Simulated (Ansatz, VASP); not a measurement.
## Te2Mo in VASP and in Ansatz

```
Te Mo
1.0
     3.58381    0.00000    0.00000
    -1.79191    3.10367    0.00000
     0.00000    0.00000   17.64011
Te Mo
2 1
Direct
  0.33333 0.66667 0.10214
  0.33333 0.66667 0.89786
  0.00000 0.00000 0.00000
```

Alike in both runs: task single point; functional LDA; k mesh 9 × 9 × 2; occupations fermi-dirac, width 0.05 eV; no spin polarisation.

```csv
,VASP,Ansatz
version,VASP 6.6.1,Ansatz 0.2.0
potentials or method,"VASP PAW LDA potentials, release 64 (Te, Mo_sv)",Ansatz PAW
plane-wave cutoff (eV),520,420
valence electrons in the cell,26,46
```

Ansatz gave:

```
gap on the k mesh at the Fermi level (eV) : 1.01
least direct gap on the mesh (eV)         : 1.01
rms of the force components (eV/Å)        : 0.322
```

**Question.** What did VASP give for the same quantities?

**Answer.** gap on the k mesh at the Fermi level (eV): 1.01; least direct gap on the mesh (eV): 1.01; rms of the force components (eV/Å): 0.299.

LDA's correlation is that of Perdew and Zunger in VASP and of Perdew and Wang (1992) in Ansatz. Atom by atom the forces differ by 0.023 eV/Å (rms over components). VASP's potentials hold 26 valence electrons a cell and Ansatz's 46, so a difference there can come from the potentials and not from the codes.

Spin-orbit coupling is off throughout. Noted on Ansatz's run: odd divisions of the mesh miss points on the zone boundary, where band edges often lie, so the gap on the mesh can be too wide.
